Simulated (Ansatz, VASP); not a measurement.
One calculation of WC, two programs

File POSCAR:

```
WC
1.0
    0.0000000000      2.1378669000      2.0830498000
    2.1378669000      0.0000000000      2.0830498000
    2.1378669000      2.1378669000      0.0000000000
W C
1 1
Direct
    0.0000000000      0.0000000000      0.0000000000
    0.5000000000      0.5000000000      0.5000000000
```

File INCAR.step1:

```
SYSTEM = WC
ALGO = Normal ; EDIFF = 1E-4
ENCUT = 520 ; GGA = PE
ISMEAR = 0 ; LASPH = .TRUE.
LCHARG = .FALSE. ; LREAL = .FALSE.
LWAVE = .TRUE. ; NBANDS = 16
NELM = 60 ; PREC = Accurate
SIGMA = 0.15
```

Contents of INCAR.step2:

```
SYSTEM = WC
ALGO = Normal ; EDIFF = 1E-6
ENCUT = 520 ; ISIF = 2
ISMEAR = 0 ; ISTART = 1
LASPH = .TRUE. ; LCHARG = .FALSE.
LMIXTAU = .TRUE. ; LREAL = .FALSE.
LWAVE = .FALSE. ; METAGGA = R2SCAN
NBANDS = 16 ; NELM = 60
PREC = Accurate ; SIGMA = 0.15
```

File KPOINTS:

```
k-points
0
G
  18 18 18
  0 0 0
```

Input for Ansatz:

```yaml
crystal:
  lattice:
    - [0.0, 2.1378669, 2.0830498]
    - [2.1378669, 0.0, 2.0830498]
    - [2.1378669, 2.1378669, 0.0]
  atoms:
    - { symbol: W, position: [0.0, 0.0, 0.0] }
    - { symbol: C, position: [0.5, 0.5, 0.5] }
basis:
  ecutwfc: 500
kpoints:
  mp_grid: { grid: [18, 18, 18] }
hamiltonian:
  xc: r2scan
scf:
  occupations: { method: gaussian, width: 0.15 }
output:
  forces: true
  stress: true
  eigenvalues: true
```

Change from the starting cell: strain -0.025 along x and y, -0.050 along z, atoms carried along.

Alike in both runs: task single point; functional r2SCAN; k mesh 18 × 18 × 18; occupations gaussian, width 0.15 eV; no spin polarisation.

```csv
,VASP,Ansatz
version,VASP 6.6.1,Ansatz 0.2.0
potentials or method,"VASP PAW PBE potentials, release 64 (W_sv, C), cutoff 520 eV","scalar-relativistic, plane waves, PAW"
valence electrons in the cell,18,18
```

VASP gave:

```
gap on the k mesh at the Fermi level (eV)                     : none
pressure (GPa)                                                : 43.5
traceless stress, the component that is largest in VASP (GPa) : 16.48
```

Which values does Ansatz return?

gap on the k mesh at the Fermi level (eV): none; pressure (GPa): 41.1; traceless stress, the component that is largest in VASP (GPa): 16.44.

VASP's potentials were made for PBE, not for r2SCAN. A gap of «none» marks a metal or a gap that the smearing closes. Both programs put the cell under a high pressure, so it lies far from rest at this level.

Neither program's run includes spin-orbit coupling.
